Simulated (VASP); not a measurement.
Set up this calculation in VASP 6.6.1, as the native input.

```
Task                   : single point
Functional             : LDA
Potentials or basis    : VASP PAW LDA potentials, release 64 (B)
Cutoff                 : 520 eV
k mesh                 : 13 × 13 × 13
Occupations            : fermi-dirac, width 0.05 eV
Spin                   : no spin polarisation
Dipole correction      : no
Further INCAR settings : ALGO = Normal; EDIFF = 1e-07; NBANDS = 10
```

The structure of B lies in POSCAR:

```
B
1.0
    0.0000000000      2.0103628793      2.0103628793
    2.0103628793      0.0000000000      2.0103628793
    2.0103628793      2.0103628793      0.0000000000
B
2
Direct
   -0.2150000000     -0.0950000000     -0.0950000000
    0.2150000000      0.0950000000      0.0950000000
```

This cell differs from its parent crystal: shortest bond scaled by 0.76.

These files were run (other wordings do the same):

INCAR

```
SYSTEM = B
PREC = Accurate ; ENCUT = 520
EDIFF = 1E-7 ; ISMEAR = -1
SIGMA = 0.05 ; LREAL = .False.
LASPH = .True. ; NELM = 60
ALGO = Normal ; ISIF = 2
LWAVE = .False. ; LCHARG = .False.
GGA = CA ; NBANDS = 10
```

KPOINTS

```
regular mesh
0
Gamma
  13 13 13
  0 0 0
```

Potentials or basis: VASP PAW LDA potentials, release 64 (B).

Run with:

```sh
$ cat potpaw_LDA.64/B/POTCAR > POTCAR
$ mpirun -np 1 vasp_std > vasp.out
```

Results of the run:

```yaml
Pressure: 38.3 GPa
Largest_force: 13.430 eV/Å
Band_gap_on_the_k_mesh: zero (band 3 reaches 9.68 eV, above the bottom of band 4 at 1.75 eV)
```

Caveat: the cell differs from its parent crystal (shortest bond scaled by 0.76); forces of over 1 eV/Å act on the atoms, so gaps and moduli don't describe the material at rest.

It took 17 s on 1 thread of Intel Xeon 6975P-C, with other jobs on the host, peak memory 0.14 GiB.
